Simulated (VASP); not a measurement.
# RbBr (Fm-3m) in VASP: notebook

The runs below take RbBr through single point, with PBE.

Program: VASP 6.6.1. These are calculated values, not measurements. Logs are shortened: lines on timing, memory, paths and dates and some standing lists are left out, and cuts for length are marked.

### Step 1. The cell of the first run

It takes space group Fm-3m (No. 225, cubic). Conventional cell: a = 6.762 Å, b = 6.762 Å, c = 6.762 Å, α = 90.00°, β = 90.00°, γ = 90.00°. Within 4.4 Å of Rb (site symmetry m-3m) lie 6 Br at 3.38 Å. Br (site symmetry m-3m) has 6 Rb at 3.38 Å within 4.4 Å.

### Step 2. Single point, PBE (volume scaled by 0.96)

INCAR reads:

```
ALGO     = Normal         # electronic algorithm
EDIFF    = 1E-7           # SCF threshold, eV
ENCUT    = 520            # plane-wave cutoff, eV
GGA      = PE             # functional
ISIF     = 2              # what is computed and relaxed
ISMEAR   = -1             # smearing method
LASPH    = T              # aspherical terms in the spheres
LCHARG   = F              # write CHGCAR
LREAL    = F              # projectors in reciprocal space
LWAVE    = F              # write WAVECAR
NBANDS   = 15             # bands
NELM     = 80             # most SCF steps
PREC     = Accurate       # precision mode
SIGMA    = 0.03           # smearing width, eV
```

KPOINTS reads:

```
k-points
0
Gamma
  7 7 7
```

POSCAR reads:

```
RbBr
1.0
    0.0000000000      3.3811767539      3.3811767539
    3.3811767539      0.0000000000      3.3811767539
    3.3811767539      3.3811767539      0.0000000000
Rb Br
1 1
Direct
    0.0000000000      0.0000000000      0.0000000000
    0.5000000000      0.5000000000      0.5000000000
```

Potentials or basis: VASP PAW PBE potentials, release 64 (Rb_sv, Br).

The run is started by

```bash
$ cat potpaw_PBE.64/Rb_sv/POTCAR potpaw_PBE.64/Br/POTCAR > POTCAR
$ mpirun -np 1 vasp_std > vasp.out
```

OUTCAR:

```text
EDIFF = 1E-7
   ENCUT = 520
   GGA = PE
   ISIF = 2
   ISMEAR = -1
   LASPH = T
   LREAL = F
   NELM = 80
   PREC = Accurate

 ion  position               nearest neighbor table
   1  0.000  0.000  0.000-   2 3.38   2 3.38   2 3.38   2 3.38   2 3.38   2 3.38
   2  0.500  0.500  0.500-   1 3.38   1 3.38   1 3.38   1 3.38   1 3.38   1 3.38

  LATTYP: Found a face centered cubic cell.
 ALAT       =     6.7623535078

  Lattice vectors:

 A1 = (   0.0000000000,   3.3811767539,   3.3811767539)
 A2 = (   3.3811767539,   0.0000000000,   3.3811767539)
 A3 = (   3.3811767539,   3.3811767539,   0.0000000000)

Analysis of symmetry for initial positions (statically):
=====================================================================
 Subroutine PRICEL returns:
 Original cell was already a primitive cell.

 Routine SETGRP: Setting up the symmetry group for a
 face centered cubic supercell.

 Subroutine GETGRP returns: Found 48 space group operations
 (whereof 48 operations were pure point group operations)
 out of a pool of 48 trial point group operations.

The static configuration has the point symmetry O_h .

Analysis of symmetry for dynamics (positions and initial velocities):
=====================================================================
 Subroutine PRICEL returns:
 Original cell was already a primitive cell.

 Routine SETGRP: Setting up the symmetry group for a
 face centered cubic supercell.

 Subroutine GETGRP returns: Found 48 space group operations
 (whereof 48 operations were pure point group operations)
 out of a pool of 48 trial point group operations.

The dynamic configuration has the point symmetry O_h .

 Subroutine INISYM returns: Found 48 space group operations
 (whereof 48 operations are pure point group operations),
 and found     1 'primitive' translations

----------------------------------------------------------------------------------------

                                     Primitive cell

  volume of cell :      77.3096

  direct lattice vectors                    reciprocal lattice vectors
     0.000000000  3.381176754  3.381176754    -0.147877510  0.147877510  0.147877510
     3.381176754  0.000000000  3.381176754     0.147877510 -0.147877510  0.147877510
     3.381176754  3.381176754  0.000000000     0.147877510  0.147877510 -0.147877510

  length of vectors
     4.781706022  4.781706022  4.781706022     0.256131361  0.256131361  0.256131361

  position of ions in fractional coordinates (direct lattice)
     0.000000000  0.000000000  0.000000000
     0.500000000  0.500000000  0.500000000

  ion indices of the primitive-cell ions
   primitive index   ion index
                 1           1
                 2           2

----------------------------------------------------------------------------------------

 KPOINTS: k-points

Automatic generation of k-mesh.
 Grid dimensions read from file:
 generate k-points for:    7    7    7

 Generating k-lattice:

  Cartesian coordinates                     Fractional coordinates (reciprocal lattice)
    -0.021125359  0.021125359  0.021125359     0.142857143  0.000000000  0.000000000
     0.021125359 -0.021125359  0.021125359     0.000000000  0.142857143  0.000000000
     0.021125359  0.021125359 -0.021125359     0.000000000  0.000000000  0.142857143

  Length of vectors
     0.036590194  0.036590194  0.036590194

  Shift w.r.t. Gamma in fractional coordinates (k-lattice)
     0.000000000  0.000000000  0.000000000

 Subroutine IBZKPT returns following result:
 ===========================================

 Found     20 irreducible k-points:

 Following reciprocal coordinates:
            Coordinates               Weight
  0.000000  0.000000  0.000000      1.000000
  0.142857  0.000000  0.000000      8.000000
  0.285714  0.000000  0.000000      8.000000
  0.428571  0.000000  0.000000      8.000000
  0.142857  0.142857  0.000000      6.000000
  0.285714  0.142857  0.000000     24.000000
[... 12 lines left out ...]
 -0.428571  0.428571  0.142857     24.000000
 -0.285714  0.428571  0.142857     24.000000
   k-points           NKPTS =     20   k-points in BZ     NKDIM =     20   number of bands    NBANDS=     15
   number of dos      NEDOS =    301   number of ions     NIONS =      2
   total plane-waves  NPLWV =  46656
   dimension x,y,z NGX =    36 NGY =   36 NGZ =   36
   dimension x,y,z NGXF=    72 NGYF=   72 NGZF=   72
   ions per type =               1   1
   NGX,Y,Z   is equivalent  to a cutoff of  12.52, 12.52, 12.52 a.u.
   NGXF,Y,Z  is equivalent  to a cutoff of  25.03, 25.03, 25.03 a.u.
 SYSTEM =  unknown system
   PREC   = accura    normal or accurate (medium, high low for compatibility)
   ISTART =      0    job   : 0-new  1-cont  2-samecut
   ICHARG =      2    charge: 1-file 2-atom 10-const
   ISPIN  =      1    spin polarized calculation?
   LNONCOLLINEAR =      F non collinear calculations
   LSORBIT =      F    spin-orbit coupling
   LASPH  =      T    aspherical Exc in radial PAW
   ENCUT  =  520.0 eV  38.22 Ry    6.18 a.u.   8.89  8.89  8.89*2*pi/ulx,y,z
   NELM   =     80;   NELMIN=  2; NELMDL= -5     # of ELM steps
   EDIFF  = 0.1E-06   stopping-criterion for ELM
   LREAL  =      F    real-space projection
   EDIFFG = 0.1E-05   stopping-criterion for IOM
   NSW    =      0    number of steps for IOM
   IBRION =     -1    ionic relax: 0-MD 1-quasi-New 2-CG
   NFREE  =      0    steps in history (QN), initial steepest desc. (CG)
   ISIF   =      2    stress and relaxation
   ISYM   =      2    0-nonsym 1-usesym 2-fastsym
   POTIM  = 0.5000    time-step for ionic-motion
   TEBEG  =    0.0;   TEEND  =   0.0 temperature during run
   PSTRESS=    0.0 pullay stress
   NELECT =      16.0000    total number of electrons
   NUPDOWN=      -1.0000    fix difference up-down
   EMIN   =  10.00;   EMAX   =-10.00  energy-range for DOS
   EFERMI =   0.00;   METHOD = LEGACY
   ISMEAR =    -1;   SIGMA  =   0.03  broadening in eV -4-tet -1-fermi 0-gaus
   EFERMI_NEDOS =   21; number of points for ismear=-14 and -15
   IALGO  =     38    algorithm
   IMIX   =      4    mixing-type and parameters
     AMIX     =   0.40;   BMIX     =  1.00
     AMIX_MAG =   1.60;   BMIX_MAG =  1.00
  volume/ion in A,a.u.               =      38.65       260.86
  Fermi-wavevector in a.u.,A,eV,Ry     =   0.968360  1.829936 12.758476  0.937722
  Thomas-Fermi vector in A             =   2.098323
   LORBIT       =      0    0 simple, 1 ext, 2 COOP (PROOUT), +10 PAW based schemes
   GGA     = PE    functional components
   LHFCALC =     F    Hartree Fock is set to
   AEXX    =    0.0000 exact exchange contribution
   IVDW    =     0    specifies the selected vdW correction
   LEPSILON=     F    determine dielectric tensor
   LRPA    =     F    only Hartree local field effects (RPA)
 non-spin polarized calculation
  energy-cutoff  :      520.00
  volume of cell :       77.31
 maximum number of plane-waves:      2102
   NGX = 17   NGY = 17   NGZ = 17

 number of electron      16.0000003 magnetization

 Free energy of the ion-electron system (eV)
  ---------------------------------------------------
  ext. energy  EPLUGINS =         0.00000000
  ---------------------------------------------------
  free energy    TOTEN  =        -6.06969918 eV

  energy without entropy =       -6.06969918  energy(sigma->0) =       -6.06969918

 E-fermi :  -0.8780     XC(G=0):  -7.3951

 val. band max:       -1.5938369879   @ k =   0.0000   0.0000   0.0000
 cond. band min:       2.8737637464   @ k =   0.0000   0.0000   0.0000
 fundamental gap:      4.4676007343
 Fermi energy:        -0.8779951001

 k-point     1 :       0.0000    0.0000    0.0000
  band No.  band energies     occupation
      1     -25.9263      2.00000
      2     -13.8172      2.00000
      3     -10.0066      2.00000
      4     -10.0066      2.00000
      5     -10.0066      2.00000
      6      -1.5938      2.00000
      7      -1.5938      2.00000
      8      -1.5938      2.00000
      9       2.8738      0.00000
     10       5.6930      0.00000
     11       5.6930      0.00000
     12       5.6930      0.00000
     13       6.6102      0.00000
     14       6.6102      0.00000
     15       9.4922      0.00000

 k-point     2 :       0.1429    0.0000    0.0000
  band No.  band energies     occupation
      1     -25.9241      2.00000
      2     -13.8274      2.00000
      3     -10.0082      2.00000
      4     -10.0082      2.00000
      5      -9.9951      2.00000
      6      -1.8462      2.00000
      7      -1.6740      2.00000
      8      -1.6740      2.00000
      9       3.3794      0.00000
     10       5.5848      0.00000
     11       5.9456      0.00000
     12       5.9456      0.00000
     13       6.9333      0.00000
     14       6.9333      0.00000
     15      10.2720      0.00000

 k-point     3 :       0.2857    0.0000    0.0000
  band No.  band energies     occupation
      1     -25.9191      2.00000
      2     -13.8502      2.00000
      3     -10.0115      2.00000
      4     -10.0115      2.00000
      5      -9.9692      2.00000
      6      -2.3074      2.00000
      7      -1.8435      2.00000
      8      -1.8435      2.00000
      9       4.4653      0.00000
     10       5.6508      0.00000
     11       6.6645      0.00000
     12       6.6645      0.00000
     13       7.7896      0.00000
     14       7.7896      0.00000
     15      10.6858      0.00000
[... 271 lines left out ...]
 k-point    19 :      -0.4286    0.4286    0.1429
  band No.  band energies     occupation
      1     -25.9117      2.00000
      2     -13.7875      2.00000
      3     -10.1678      2.00000
      4     -10.1109      2.00000
      5     -10.0221      2.00000
      6      -2.1312      2.00000
      7      -1.9452      2.00000
      8      -1.8336      2.00000
      9       4.5723      0.00000
     10       5.9965      0.00000
     11       7.0157      0.00000
     12       7.8675      0.00000
     13       8.2553      0.00000
     14       9.1389      0.00000
     15       9.7360      0.00000

 k-point    20 :      -0.2857    0.4286    0.1429
  band No.  band energies     occupation
      1     -25.9113      2.00000
      2     -13.7971      2.00000
      3     -10.1649      2.00000
      4     -10.1177      2.00000
      5      -9.9892      2.00000
      6      -2.1727      2.00000
      7      -1.9759      2.00000
      8      -1.9246      2.00000
      9       5.2196      0.00000
     10       5.9477      0.00000
     11       6.9173      0.00000
     12       7.2489      0.00000
     13       8.9485      0.00000
     14       9.1603      0.00000
     15      10.0327      0.00000

------------------------ aborting loop because EDIFF is reached ----------------------------------------

  FORCE on cell =-STRESS in cart. coord.  units (eV):
  Direction    XX          YY          ZZ          XY          YZ          ZX
  --------------------------------------------------------------------------------------
  -------------------------------------------------------------------------------------
  Total        0.8559198      0.8559198      0.8559198     -0.0000000      0.0000000     -0.0000000
  in kB       17.7382195     17.7382195     17.7382195     -0.0000000      0.0000000     -0.0000000
  external PRESSURE =      17.7382195 kB  Pullay stress =       0.0000000 kB

 VOLUME and BASIS-vectors are now :
 -----------------------------------------------------------------------------
  energy-cutoff  :      520.00
  volume of cell :       77.31
      direct lattice vectors                 reciprocal lattice vectors
     0.000000000  3.381176754  3.381176754    -0.147877510  0.147877510  0.147877510
     3.381176754  0.000000000  3.381176754     0.147877510 -0.147877510  0.147877510
     3.381176754  3.381176754  0.000000000     0.147877510  0.147877510 -0.147877510

 POSITION                                       TOTAL-FORCE (eV/Angst)
 -----------------------------------------------------------------------------------
      0.00000      0.00000      0.00000        -0.000000     -0.000000     -0.000000
      3.38118      3.38118      3.38118         0.000000      0.000000      0.000000
 -----------------------------------------------------------------------------------
    total drift:                                0.000000      0.000000      0.000000

  FREE ENERGIE OF THE ION-ELECTRON SYSTEM (eV)
  ---------------------------------------------------
  free  energy   TOTEN  =        -6.0696991812 eV

  energy  without entropy=       -6.0696991812  energy(sigma->0) =       -6.06969918
```

It took 12 s on 1 thread of Intel Xeon Platinum 8488C (Sapphire Rapids), shared host; peak memory 0.21 GiB.

What came out:

* Free energy: -6.0697 eV
* Pressure: 1.8 GPa
* Band gap on the k mesh: 4.47 eV, direct

Levels at points of the mesh, in eV from the valence-band top:
```csv
k point,band 4,band 5,band 6,band 7,band 8,band 9,band 10,band 11,band 12,band 13
"(0.00, 0.00, 0.00)",-8.41,-8.41,0.00,0.00,0.00,4.47,7.29,7.29,7.29,8.20
```

### Step 3. Single point, PBE (volume scaled by 1.02)

INCAR reads:

```
PREC = Accurate
ENCUT = 520
EDIFF = 1E-6
ISMEAR = -1
SIGMA = 0.03
LREAL = False
LASPH = True
NELM = 80
ALGO = Normal
ISIF = 2
LWAVE = False
LCHARG = True
GGA = PE
LELF = True
LVHAR = True
NBANDS = 15
```

KPOINTS reads:

```
Automatic mesh
0
Gamma
  7 7 7
```

POSCAR reads:

```
RbBr
1.0
    0.0000000000      3.4501993370      3.4501993370
    3.4501993370      0.0000000000      3.4501993370
    3.4501993370      3.4501993370      0.0000000000
Rb Br
1 1
Direct
    0.0000000000      0.0000000000      0.0000000000
    0.5000000000      0.5000000000      0.5000000000
```

Potentials or basis: VASP PAW PBE potentials, release 64 (Rb_sv, Br).

The run is started by

```bash
$ cat potpaw_PBE.64/Rb_sv/POTCAR potpaw_PBE.64/Br/POTCAR > POTCAR
$ mpirun -np 1 vasp_std > vasp.out
```

OUTCAR:

```text
PREC = Accurate
   ENCUT = 520
   EDIFF = 1E-6
   ISMEAR = -1
   LREAL = False
   LASPH = True
   NELM = 80
   ISIF = 2
   GGA = PE

 ion  position               nearest neighbor table
   1  0.000  0.000  0.000-   2 3.45   2 3.45   2 3.45   2 3.45   2 3.45   2 3.45
   2  0.500  0.500  0.500-   1 3.45   1 3.45   1 3.45   1 3.45   1 3.45   1 3.45

  LATTYP: Found a face centered cubic cell.
 ALAT       =     6.9003986740

  Lattice vectors:

 A1 = (   0.0000000000,   3.4501993370,   3.4501993370)
 A2 = (   3.4501993370,   0.0000000000,   3.4501993370)
 A3 = (   3.4501993370,   3.4501993370,   0.0000000000)

Analysis of symmetry for initial positions (statically):
=====================================================================
 Subroutine PRICEL returns:
 Original cell was already a primitive cell.

 Routine SETGRP: Setting up the symmetry group for a
 face centered cubic supercell.

 Subroutine GETGRP returns: Found 48 space group operations
 (whereof 48 operations were pure point group operations)
 out of a pool of 48 trial point group operations.

The static configuration has the point symmetry O_h .

Analysis of symmetry for dynamics (positions and initial velocities):
=====================================================================
 Subroutine PRICEL returns:
 Original cell was already a primitive cell.

 Routine SETGRP: Setting up the symmetry group for a
 face centered cubic supercell.

 Subroutine GETGRP returns: Found 48 space group operations
 (whereof 48 operations were pure point group operations)
 out of a pool of 48 trial point group operations.

The dynamic configuration has the point symmetry O_h .

 Subroutine INISYM returns: Found 48 space group operations
 (whereof 48 operations are pure point group operations),
 and found     1 'primitive' translations

----------------------------------------------------------------------------------------

                                     Primitive cell

[... 112 lines left out ...]
   AEXX    =    0.0000 exact exchange contribution
   IVDW    =     0    specifies the selected vdW correction
   LEPSILON=     F    determine dielectric tensor
   LRPA    =     F    only Hartree local field effects (RPA)
 non-spin polarized calculation
  energy-cutoff  :      520.00
  volume of cell :       82.14
 maximum number of plane-waves:      2229
   NGX = 19   NGY = 19   NGZ = 19

 number of electron      15.9999997 magnetization

 Free energy of the ion-electron system (eV)
  ---------------------------------------------------
  ext. energy  EPLUGINS =         0.00000000
  ---------------------------------------------------
  free energy    TOTEN  =        -6.10626014 eV

  energy without entropy =       -6.10626014  energy(sigma->0) =       -6.10626014

 E-fermi :  -1.1349     XC(G=0):  -7.1538

 val. band max:       -1.8276933529   @ k =   0.0000   0.0000   0.0000
 cond. band min:       2.4834895957   @ k =   0.0000   0.0000   0.0000
 fundamental gap:      4.3111829486
 Fermi energy:        -1.1349017280

 k-point     1 :       0.0000    0.0000    0.0000
  band No.  band energies     occupation
      1     -26.2849      2.00000
      2     -13.9887      2.00000
      3     -10.3600      2.00000
      4     -10.3600      2.00000
      5     -10.3600      2.00000
      6      -1.8277      2.00000
      7      -1.8277      2.00000
      8      -1.8277      2.00000
      9       2.4835      0.00000
     10       5.4456      0.00000
     11       5.4456      0.00000
     12       5.4456      0.00000
     13       6.3199      0.00000
     14       6.3199      0.00000
[... 329 lines left out ...]
      2     -13.9678      2.00000
      3     -10.4842      2.00000
      4     -10.4476      2.00000
      5     -10.3491      2.00000
      6      -2.3474      2.00000
      7      -2.1946      2.00000
      8      -2.1330      2.00000
      9       4.9414      0.00000
     10       5.6164      0.00000
     11       6.4135      0.00000
     12       6.7711      0.00000
     13       8.4966      0.00000
     14       8.6553      0.00000
     15       9.4300      0.00000

------------------------ aborting loop because EDIFF is reached ----------------------------------------

  FORCE on cell =-STRESS in cart. coord.  units (eV):
  Direction    XX          YY          ZZ          XY          YZ          ZX
  --------------------------------------------------------------------------------------
  -------------------------------------------------------------------------------------
  Total        0.3597441      0.3597441      0.3597441     -0.0000000      0.0000000      0.0000000
  in kB        7.0168418      7.0168418      7.0168418     -0.0000000      0.0000000      0.0000000
  external PRESSURE =       7.0168418 kB  Pullay stress =       0.0000000 kB

 VOLUME and BASIS-vectors are now :
 -----------------------------------------------------------------------------
  energy-cutoff  :      520.00
  volume of cell :       82.14
      direct lattice vectors                 reciprocal lattice vectors
     0.000000000  3.450199337  3.450199337    -0.144919163  0.144919163  0.144919163
     3.450199337  0.000000000  3.450199337     0.144919163 -0.144919163  0.144919163
     3.450199337  3.450199337  0.000000000     0.144919163  0.144919163 -0.144919163

 POSITION                                       TOTAL-FORCE (eV/Angst)
 -----------------------------------------------------------------------------------
      0.00000      0.00000      0.00000         0.000000      0.000000      0.000000
      3.45020      3.45020      3.45020        -0.000000     -0.000000     -0.000000
 -----------------------------------------------------------------------------------
    total drift:                                0.000000      0.000000      0.000000

  FREE ENERGIE OF THE ION-ELECTRON SYSTEM (eV)
  ---------------------------------------------------
  free  energy   TOTEN  =        -6.1062601421 eV

  energy  without entropy=       -6.1062601421  energy(sigma->0) =       -6.10626014
```

It took 12 s on 1 thread of Intel Xeon Platinum 8488C (Sapphire Rapids), shared host; peak memory 0.21 GiB.

What came out:

```yaml
Free_energy: -6.1063 eV
Pressure: 0.7 GPa
Band_gap_on_the_k_mesh: 4.31 eV, direct
```

 A k mesh can miss the band edges.

(Part 1 of 2 ends here.)
